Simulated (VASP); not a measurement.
Wanted: the native input for a VASP 6.6.1 run.

```
Task                   : relaxation of cell and atoms
Functional             : r2SCAN
Potentials or basis    : VASP PAW PBE potentials, release 64 (K_sv, Br)
Cutoff                 : 550 eV
k mesh                 : 6 × 6 × 2
Occupations            : gaussian, width 0.1 eV
Spin                   : no spin polarisation
Dipole correction      : no
Further INCAR settings : ALGO = Normal; EDIFF = 1e-07; IBRION = 2; EDIFFG = -0.04; NSW = 90; ISIF = 3
```

Crystal: K2Br3.

```
CELL_PARAMETERS angstrom
4.90127 0.00000 0.00000
-2.45064 4.24463 0.00000
0.00000 0.00000 7.62558
ATOMIC_POSITIONS crystal
K 0.33333 0.66667 0.24500
K 0.66667 0.33333 0.75500
Br 0.00000 0.00000 0.00000
Br 0.33333 0.66667 0.64500
Br 0.66667 0.33333 0.35500
```

The input as run:

POSCAR

```
K2Br3
1.0
    4.9012727528      0.0000000000      0.0000000000
   -2.4506363764      4.2446267148      0.0000000000
    0.0000000000      0.0000000000      7.6255842575
K Br
2 3
Direct
    0.3333333333      0.6666666667      0.2450000000
    0.6666666667      0.3333333333      0.7550000000
    0.0000000000      0.0000000000      0.0000000000
    0.3333333333      0.6666666667      0.6450000000
    0.6666666667      0.3333333333      0.3550000000
```

INCAR.step1

```
  ALGO = Normal
  EDIFF = 1E-5
  EDIFFG = -0.005
  ENCUT = 550
  GGA = PE
  GGA_COMPAT = F
  IBRION = 2
  ISIF = 3
  ISMEAR = 0
  LASPH = T
  LCHARG = F
  LREAL = F
  LWAVE = T
  NELM = 120
  NELMIN = 4
  NSW = 100
  PREC = Accurate
  SIGMA = 0.1
```

INCAR.step2

```
  ALGO = Normal
  EDIFF = 1E-7
  EDIFFG = -0.04
  ENCUT = 550
  GGA_COMPAT = F
  IBRION = 2
  ISIF = 3
  ISMEAR = 0
  ISTART = 1
  LASPH = T
  LCHARG = F
  LMIXTAU = T
  LREAL = F
  LWAVE = F
  METAGGA = R2SCAN
  NELM = 120
  NELMIN = 4
  NSW = 90
  PREC = Accurate
  SIGMA = 0.1
```

KPOINTS

```
k-points
0
Gamma
  6 6 2
```

Potentials or basis: VASP PAW PBE potentials, release 64 (K_sv, Br).

Launch:

```sh
$ cat potpaw_PBE.64/K_sv/POTCAR potpaw_PBE.64/Br/POTCAR > POTCAR
$ cp INCAR.step1 INCAR
$ mpirun -np 1 vasp_std > vasp.out
$ cp INCAR.step2 INCAR
$ mpirun -np 1 vasp_std > vasp.out
```

It gave:

```yaml
Relaxed_volume: 35.81 Å³/atom
Relaxed_cell: a = 5.510 Å, b = 5.510 Å, c = 6.811 Å, α = 90.00°, β = 90.00°, γ = 120.00°
Space_group_after_relaxing_to_0.1_Å: P-3m1 (No. 164)
Energy_gained_by_relaxing: 124.2 meV/atom
Ionic_steps: 17
Pressure_after_relaxing: 0.1 GPa
Largest_force_after_relaxing: 0.026 eV/Å
Band_gap_on_the_k_mesh: zero (an odd number of electrons rules out a gap without spin polarisation)
```

Caveat: the k points lie up to 0.46 Å⁻¹ apart in the final cell, too coarse for converged energies and pressures of a metal; the PAW data sets were made with another functional, which shifts forces and pressure a little; an odd number of electrons without spin polarisation forces a metal; a magnetic or distorted state may lie lower.

It took 55 min on 1 thread of AMD EPYC 9R45 96-Core Processor (Zen 5) (shared host), peak memory 0.35 GiB.
